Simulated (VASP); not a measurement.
Na: single point with r2SCAN

System: Na, a slab with vacuum.

```
CELL_PARAMETERS angstrom
7.02334 0.00000 0.00000
0.00000 7.02334 0.00000
0.00000 0.00000 9.02334
ATOMIC_POSITIONS crystal
Na 0.00000 0.00000 0.00000
```

```yaml
Program: VASP 6.6.1
Task: single point
Functional: r2SCAN
Potentials_or_basis: VASP PAW PBE potentials, release 64 (Na_pv)
Cutoff: 520 eV
k_mesh: 3 × 3 × 3
Occupations: methfessel-paxton, width 0.05 eV
Spin: no spin polarisation
Dipole_correction: no
Further_INCAR_settings: ALGO = Normal; EDIFF = 1e-06; NBANDS = 10
```

```json
{
  "Band gap on the k mesh": "zero (an odd number of electrons rules out a gap without spin polarisation)"
}
```

Levels at points of the mesh, in eV from the Fermi level:
```csv
k point,band 2,band 3,band 4,band 5,band 6,band 7
"(0.00, 0.00, 0.00)",-27.34,-27.34,-0.31,2.16,2.93,3.02
```

It took 3.6 min on 1 thread of Intel Xeon 8259CL (shared host), peak memory 0.49 GiB.
